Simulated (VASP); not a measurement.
# SnTe2 (P4_2/mnm) in VASP: notebook

SnTe2 is run at these levels: PBE, PBE+D3(BJ); tasks: single point.

Everything below comes from runs of VASP 6.6.1. Logs are shortened: lines on timing, memory, paths and dates and some standing lists are left out, and cuts for length are marked.

## Step 1: The cell of the first run

It takes space group P4_2/mnm (No. 136, tetragonal). The conventional cell has a = 6.959 Å, b = 6.959 Å, c = 4.418 Å, α = 90.00°, β = 90.00°, γ = 90.00°. Within 3.9 Å of Sn (site symmetry mmm) lie 6 Te at 2.94 to 2.98 Å. Te (site symmetry m2m) has 3 Sn at 2.94 to 2.98 Å and 1 Te at 3.89 Å within 3.9 Å.

## Step 2: Single point, PBE

INCAR

```
PREC = Accurate
ENCUT = 520
EDIFF = 1E-6
ISMEAR = -1
SIGMA = 0.02
LREAL = F
LASPH = T
NELM = 100
ALGO = Normal
ISIF = 2
LWAVE = F
LCHARG = F
GGA = PE
NBANDS = 35
```

KPOINTS

```
Automatic mesh
0
Gamma
  4 4 4
```

POSCAR

```
SnTe2
1.0
    6.9585660197      0.0000000000      0.0000000000
    0.0000000000      6.9585660197      0.0000000000
    0.0000000000      0.0000000000      4.4179125098
Sn Te
2 4
Direct
    0.0000000000      0.0000000000      0.0000000000
    0.5000000000      0.5000000000      0.5000000000
    0.3023537661      0.3023537661      0.0000000000
    0.1976462339      0.8023537661      0.5000000000
    0.8023537661      0.1976462339      0.5000000000
    0.6976462339      0.6976462339      0.0000000000
```

Potentials or basis: VASP PAW PBE potentials, release 64 (Sn_d, Te).

Launch:

```
> cat potpaw_PBE.64/Sn_d/POTCAR potpaw_PBE.64/Te/POTCAR > POTCAR
> mpirun -np 1 vasp_std > vasp.out
```

OUTCAR:

```text
PREC = Accurate
   ENCUT = 520
   EDIFF = 1E-6
   ISMEAR = -1
   LREAL = F
   LASPH = T
   NELM = 100
   ISIF = 2
   GGA = PE

 ion  position               nearest neighbor table
   1  0.000  0.000  0.000-   4 2.94   5 2.94   4 2.94   5 2.94   3 2.98   6 2.98
   2  0.500  0.500  0.500-   3 2.94   6 2.94   3 2.94   6 2.94   5 2.98   4 2.98
   3  0.302  0.302  0.000-   2 2.94   2 2.94   1 2.98
   4  0.198  0.802  0.500-   1 2.94   1 2.94   2 2.98
   5  0.802  0.198  0.500-   1 2.94   1 2.94   2 2.98
   6  0.698  0.698  0.000-   2 2.94   2 2.94   1 2.98

  LATTYP: Found a simple tetragonal cell.
 ALAT       =     6.9585660197
 C/A-ratio  =     0.6348883516

  Lattice vectors:

 A1 = (   6.9585660197,   0.0000000000,   0.0000000000)
 A2 = (   0.0000000000,   6.9585660197,   0.0000000000)
 A3 = (   0.0000000000,   0.0000000000,   4.4179125098)

Analysis of symmetry for initial positions (statically):
=====================================================================
 Subroutine PRICEL returns:
 Original cell was already a primitive cell.

 Routine SETGRP: Setting up the symmetry group for a
 simple tetragonal supercell.

 Subroutine GETGRP returns: Found 16 space group operations
 (whereof  8 operations were pure point group operations)
 out of a pool of 16 trial point group operations.

The static configuration has the point symmetry D_2h.
 The point group associated with its full space group is D_4h.

Analysis of symmetry for dynamics (positions and initial velocities):
=====================================================================
 Subroutine PRICEL returns:
 Original cell was already a primitive cell.

 Routine SETGRP: Setting up the symmetry group for a
 simple tetragonal supercell.

 Subroutine GETGRP returns: Found 16 space group operations
 (whereof  8 operations were pure point group operations)
 out of a pool of 16 trial point group operations.

The dynamic configuration has the point symmetry D_2h.
 The point group associated with its full space group is D_4h.

 Subroutine INISYM returns: Found 16 space group operations
 (whereof  8 operations are pure point group operations),
 and found     1 'primitive' translations

----------------------------------------------------------------------------------------

                                     Primitive cell

  volume of cell :     213.9226

  direct lattice vectors                    reciprocal lattice vectors
     6.958566020  0.000000000  0.000000000     0.143707769  0.000000000  0.000000000
     0.000000000  6.958566020  0.000000000     0.000000000  0.143707769  0.000000000
     0.000000000  0.000000000  4.417912510     0.000000000  0.000000000  0.226351246

  length of vectors
     6.958566020  6.958566020  4.417912510     0.143707769  0.143707769  0.226351246

  position of ions in fractional coordinates (direct lattice)
     0.000000000  0.000000000  0.000000000
     0.500000000  0.500000000  0.500000000
     0.302353766  0.302353766  0.000000000
     0.197646234  0.802353766  0.500000000
     0.802353766  0.197646234  0.500000000
     0.697646234  0.697646234  0.000000000

  ion indices of the primitive-cell ions
   primitive index   ion index
                 1           1
                 2           2
                 3           3
                 4           4
                 5           5
                 6           6

----------------------------------------------------------------------------------------

 KPOINTS: Automatic mesh

Automatic generation of k-mesh.
 Grid dimensions read from file:
 generate k-points for:    4    4    4

 Generating k-lattice:

  Cartesian coordinates                     Fractional coordinates (reciprocal lattice)
     0.035926942  0.000000000  0.000000000     0.250000000  0.000000000  0.000000000
     0.000000000  0.035926942  0.000000000     0.000000000  0.250000000  0.000000000
     0.000000000  0.000000000  0.056587811     0.000000000  0.000000000  0.250000000

  Length of vectors
     0.035926942  0.035926942  0.056587811

  Shift w.r.t. Gamma in fractional coordinates (k-lattice)
     0.000000000  0.000000000  0.000000000

 Subroutine IBZKPT returns following result:
 ===========================================

 Found     18 irreducible k-points:

 Following reciprocal coordinates:
            Coordinates               Weight
  0.000000  0.000000  0.000000      1.000000
  0.250000  0.000000  0.000000      4.000000
  0.500000  0.000000  0.000000      2.000000
  0.250000  0.250000  0.000000      4.000000
  0.500000  0.250000  0.000000      4.000000
  0.500000  0.500000  0.000000      1.000000
[... 10 lines left out ...]
  0.500000  0.250000  0.500000      4.000000
  0.500000  0.500000  0.500000      1.000000
   k-points           NKPTS =     18   k-points in BZ     NKDIM =     18   number of bands    NBANDS=     35
   number of dos      NEDOS =    301   number of ions     NIONS =      6
   total plane-waves  NPLWV = 104976
   dimension x,y,z NGX =    54 NGY =   54 NGZ =   36
   dimension x,y,z NGXF=   108 NGYF=  108 NGZF=   72
   ions per type =               2   4
   NGX,Y,Z   is equivalent  to a cutoff of  12.90, 12.90, 13.55 a.u.
   NGXF,Y,Z  is equivalent  to a cutoff of  25.80, 25.80, 27.09 a.u.
 SYSTEM =  unknown system
   PREC   = accura    normal or accurate (medium, high low for compatibility)
   ISTART =      0    job   : 0-new  1-cont  2-samecut
   ICHARG =      2    charge: 1-file 2-atom 10-const
   ISPIN  =      1    spin polarized calculation?
   LNONCOLLINEAR =      F non collinear calculations
   LSORBIT =      F    spin-orbit coupling
   LASPH  =      T    aspherical Exc in radial PAW
   ENCUT  =  520.0 eV  38.22 Ry    6.18 a.u.  12.94 12.94  8.21*2*pi/ulx,y,z
   NELM   =    100;   NELMIN=  2; NELMDL= -5     # of ELM steps
   EDIFF  = 0.1E-05   stopping-criterion for ELM
   LREAL  =      F    real-space projection
   EDIFFG = 0.1E-04   stopping-criterion for IOM
   NSW    =      0    number of steps for IOM
   IBRION =     -1    ionic relax: 0-MD 1-quasi-New 2-CG
   NFREE  =      0    steps in history (QN), initial steepest desc. (CG)
   ISIF   =      2    stress and relaxation
   ISYM   =      2    0-nonsym 1-usesym 2-fastsym
   POTIM  = 0.5000    time-step for ionic-motion
   TEBEG  =    0.0;   TEEND  =   0.0 temperature during run
   PSTRESS=    0.0 pullay stress
   NELECT =      52.0000    total number of electrons
   NUPDOWN=      -1.0000    fix difference up-down
   EMIN   =  10.00;   EMAX   =-10.00  energy-range for DOS
   EFERMI =   0.00;   METHOD = LEGACY
   ISMEAR =    -1;   SIGMA  =   0.02  broadening in eV -4-tet -1-fermi 0-gaus
   EFERMI_NEDOS =   21; number of points for ismear=-14 and -15
   IALGO  =     38    algorithm
   IMIX   =      4    mixing-type and parameters
     AMIX     =   0.40;   BMIX     =  1.00
     AMIX_MAG =   1.60;   BMIX_MAG =  1.00
  volume/ion in A,a.u.               =      35.65       240.60
  Fermi-wavevector in a.u.,A,eV,Ry     =   1.021701  1.930735 14.202748  1.043873
  Thomas-Fermi vector in A             =   2.155340
   LORBIT       =      0    0 simple, 1 ext, 2 COOP (PROOUT), +10 PAW based schemes
   GGA     = PE    functional components
   LHFCALC =     F    Hartree Fock is set to
   AEXX    =    0.0000 exact exchange contribution
   IVDW    =     0    specifies the selected vdW correction
   LEPSILON=     F    determine dielectric tensor
   LRPA    =     F    only Hartree local field effects (RPA)
 non-spin polarized calculation
  energy-cutoff  :      520.00
  volume of cell :      213.92
 maximum number of plane-waves:      5788
 NGX is ok and might be reduce to    54
   NGX = 25   NGY = 25   NGZ = 17

 number of electron      51.9999978 magnetization

 Free energy of the ion-electron system (eV)
  ---------------------------------------------------
  ext. energy  EPLUGINS =         0.00000000
  ---------------------------------------------------
  free energy    TOTEN  =       -19.66121109 eV

  energy without entropy =      -19.64915096  energy(sigma->0) =      -19.65518103

 E-fermi :   4.6831     XC(G=0):  -8.7556

 val. band max:        4.6826648216   @ k =   0.2500   0.0000   0.0000
 cond. band min:       4.6886294088   @ k =   0.5000   0.5000   0.5000
 fundamental gap:      0.0059645872
 Fermi energy:         4.6831446265

 k-point     1 :       0.0000    0.0000    0.0000
  band No.  band energies     occupation
      1     -16.9663      2.00000
      2     -16.9583      2.00000
      3     -16.9370      2.00000
      4     -16.9370      2.00000
      5     -16.9153      2.00000
      6     -16.9147      2.00000
[... 27 lines left out ...]
     34       9.5005      0.00000
     35       9.5787      0.00000

 k-point     2 :       0.2500    0.0000    0.0000
  band No.  band energies     occupation
      1     -16.9651      2.00000
      2     -16.9595      2.00000
      3     -16.9370      2.00000
      4     -16.9370      2.00000
      5     -16.9151      2.00000
      6     -16.9146      2.00000
[... 27 lines left out ...]
     34       9.0086      0.00000
     35      10.1627      0.00000

 k-point     3 :       0.5000    0.0000    0.0000
  band No.  band energies     occupation
      1     -16.9623      2.00000
      2     -16.9623      2.00000
      3     -16.9370      2.00000
      4     -16.9370      2.00000
      5     -16.9146      2.00000
      6     -16.9146      2.00000
[... 27 lines left out ...]
     34       8.1384      0.00000
     35      10.8081      0.00000
[... 495 lines left out ...]
 k-point    17 :       0.5000    0.2500    0.5000
  band No.  band energies     occupation
      1     -16.9565      2.00000
      2     -16.9565      2.00000
      3     -16.9490      2.00000
      4     -16.9490      2.00000
      5     -16.9142      2.00000
      6     -16.9142      2.00000
[... 27 lines left out ...]
     34       9.9735      0.00000
     35      10.6330      0.00000

 k-point    18 :       0.5000    0.5000    0.5000
  band No.  band energies     occupation
      1     -16.9554      2.00000
      2     -16.9554      2.00000
      3     -16.9501      2.00000
      4     -16.9501      2.00000
      5     -16.9141      2.00000
      6     -16.9141      2.00000
[... 27 lines left out ...]
     34      10.1608      0.00000
     35      10.2230      0.00000

------------------------ aborting loop because EDIFF is reached ----------------------------------------

  FORCE on cell =-STRESS in cart. coord.  units (eV):
  Direction    XX          YY          ZZ          XY          YZ          ZX
  --------------------------------------------------------------------------------------
  -------------------------------------------------------------------------------------
  Total        1.6163742      1.6163742      1.7295939      0.0000000      0.0000000      0.0000000
  in kB       12.1058663     12.1058663     12.9538273      0.0000000      0.0000000      0.0000000
  external PRESSURE =      12.3885200 kB  Pullay stress =       0.0000000 kB

 VOLUME and BASIS-vectors are now :
 -----------------------------------------------------------------------------
  energy-cutoff  :      520.00
  volume of cell :      213.92
      direct lattice vectors                 reciprocal lattice vectors
     6.958566020  0.000000000  0.000000000     0.143707769  0.000000000  0.000000000
     0.000000000  6.958566020  0.000000000     0.000000000  0.143707769  0.000000000
     0.000000000  0.000000000  4.417912510     0.000000000  0.000000000  0.226351246

 POSITION                                       TOTAL-FORCE (eV/Angst)
 -----------------------------------------------------------------------------------
      0.00000      0.00000      0.00000         0.000000      0.000000      0.000000
      3.47928      3.47928      2.20896         0.000000      0.000000      0.000000
      2.10395      2.10395      0.00000        -0.092972     -0.092972     -0.000000
      1.37533      5.58323      2.20896         0.092972     -0.092972      0.000000
      5.58323      1.37533      2.20896        -0.092972      0.092972      0.000000
      4.85462      4.85462      0.00000         0.092972      0.092972      0.000000
 -----------------------------------------------------------------------------------
    total drift:                               -0.000000      0.000000      0.000000

  FREE ENERGIE OF THE ION-ELECTRON SYSTEM (eV)
  ---------------------------------------------------
  free  energy   TOTEN  =       -19.6612110882 eV

  energy  without entropy=      -19.6491509639  energy(sigma->0) =      -19.65518103
```

Run time: 61 s. Hardware: 1 thread of Intel Xeon 6975P-C (Granite Rapids), shared host; peak memory 0.36 GiB.

What came out:

| Item | Value |
| --- | --- |
| Free energy | -19.6612 eV |
| Pressure | 1.2 GPa |
| Largest force | 0.131 eV/Å |
| Band gap on the k mesh | zero (band 26 reaches 4.71 eV, above the bottom of band 27 at 4.61 eV) |

Forces in eV/Å, atoms in the order of the input:
```
Sn   0.000  0.000  0.000
Sn   0.000  0.000  0.000
Te  -0.093 -0.093  0.000
Te   0.093 -0.093  0.000
Te  -0.093  0.093  0.000
Te   0.093  0.093  0.000
```

Levels at points of the mesh, in eV from the Fermi level:
```
           k point  band 23  band 24  band 25  band 26  band 27  band 28  band 29  band 30
(0.00, 0.00, 0.00)    -0.72    -0.72    -0.01    -0.01     0.62     0.62     1.89     1.89
(0.50, 0.00, 0.00)    -0.54    -0.54    -0.27    -0.27     0.22     0.22     2.56     2.56
(0.50, 0.50, 0.00)    -0.80    -0.80    -0.80    -0.80     0.09     0.09     2.80     2.80
(0.00, 0.00, 0.50)    -1.24    -1.24    -1.08    -1.08     0.37     0.37     4.52     4.52
(0.50, 0.00, 0.50)    -0.59    -0.59    -0.36    -0.36     1.11     1.11     1.76     1.76
(0.50, 0.50, 0.50)    -0.65    -0.65    -0.46    -0.46     0.01     0.01     3.61     3.61
```

Caveat: spin-orbit coupling is left out, which moves the levels of the heavy elements.

## Step 3: Single point, PBE

INCAR

```
SYSTEM = SnTe2
  PREC = Accurate
  ENCUT = 520
  EDIFF = 1E-6
  ISMEAR = 1
  SIGMA = 0.001
  LREAL = .FALSE.
  LASPH = .TRUE.
  NELM = 60
  ALGO = Normal
  ISIF = 2
  LWAVE = .FALSE.
  LCHARG = .TRUE.
  GGA = PE
  LELF = .TRUE.
  LVHAR = .TRUE.
  NBANDS = 35
```

KPOINTS

```
Automatic mesh
0
G
  4 4 4
  0 0 0
```

POSCAR is that of step 2.

Potentials or basis: VASP PAW PBE potentials, release 64 (Sn_d, Te).

Launch:

```
> cat potpaw_PBE.64/Sn_d/POTCAR potpaw_PBE.64/Te/POTCAR > POTCAR
> mpirun -np 1 vasp_std > vasp.out
```

It took 61 s on 1 thread of Intel Xeon 6975P-C (Granite Rapids), shared host; peak memory 0.36 GiB.

The run converged. Its results:

```
Free energy            : -19.6546 eV
Pressure               : 1.3 GPa
Largest force          : 0.131 eV/Å
Band gap on the k mesh : zero (band 26 reaches 4.71 eV, above the bottom of band 27 at 4.60 eV)
```

Forces in eV/Å, atoms in the order of the input:
```
Sn   0.000  0.000  0.000
Sn   0.000  0.000  0.000
Te  -0.093 -0.093  0.000
Te   0.093 -0.093  0.000
Te  -0.093  0.093  0.000
Te   0.093  0.093  0.000
```

Stress tensor (GPa, compression positive):
```
1.24 0.00 0.00
0.00 1.24 0.00
0.00 0.00 1.37
```

Levels at points of the mesh, in eV from the Fermi level:
```tsv
k point	band 23	band 24	band 25	band 26	band 27	band 28	band 29	band 30
(0.00, 0.00, 0.00)	-0.71	-0.71	-0.01	-0.01	0.62	0.63	1.90	1.90
(0.50, 0.00, 0.00)	-0.54	-0.54	-0.27	-0.27	0.22	0.22	2.57	2.57
(0.50, 0.50, 0.00)	-0.80	-0.80	-0.80	-0.80	0.10	0.10	2.81	2.81
(0.00, 0.00, 0.50)	-1.24	-1.24	-1.08	-1.08	0.37	0.37	4.52	4.52
(0.50, 0.00, 0.50)	-0.59	-0.59	-0.35	-0.35	1.11	1.11	1.77	1.77
(0.50, 0.50, 0.50)	-0.65	-0.65	-0.46	-0.46	0.01	0.01	3.62	3.62
```

Caveat: spin-orbit coupling is left out, which moves the levels of the heavy elements.

(Part 1 of 2 ends here.)
